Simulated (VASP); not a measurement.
# CuO: single point with PBE

Crystal: CuO.

```
CELL_PARAMETERS angstrom
2.34465 -1.71340 0.00000
2.34465 1.71340 0.00000
-0.86055 0.00000 5.05944
ATOMIC_POSITIONS crystal
Cu 0.00320 0.49680 0.00000
Cu 0.49680 0.00320 0.50000
O 0.57140 0.40560 0.25370
O 0.40560 0.57140 0.75370
```

| Item | Value |
| --- | --- |
| Program | VASP 6.6.1 |
| Task | single point |
| Functional | PBE |
| Potentials or basis | VASP PAW PBE potentials, release 64 (Cu_sv_GW, O) |
| Cutoff | 820 eV |
| k mesh | 7 × 7 × 4 |
| Occupations | fermi-dirac, width 0.03 eV |
| Spin | collinear spin |
| Starting moments | [0.225, 0.225, 0.0, 0.0] μB |
| Fixed moment | 0.45 μB |

The pressure is 5.2 GPa, the largest force is 0.774 eV/Å and the net moment is 0.45 μB per cell. The site moments are Cu +0.14; O +0.07 μB and the valence electrons inside the program's atomic spheres are Cu 17.48; O 4.96.

Forces on the atoms (eV/Å):
```
Cu  -0.645  0.345  0.253
Cu  -0.645 -0.345  0.253
O    0.645  0.295 -0.253
O    0.645 -0.295 -0.253
```

Stress tensor (GPa, compression positive):
```
 4.85  0.00 -1.46
 0.00  6.01  0.00
-1.46  0.00  4.64
```

Run time: 4.4 min on 1 thread of Intel(R) Xeon(R) Platinum 8488C (Sapphire Rapids), with other jobs on the host, peak memory 0.41 GiB.

Caveat: the cell stands under pressure; the total moment is fixed, so each spin has its own Fermi level and the state may be an excited one.
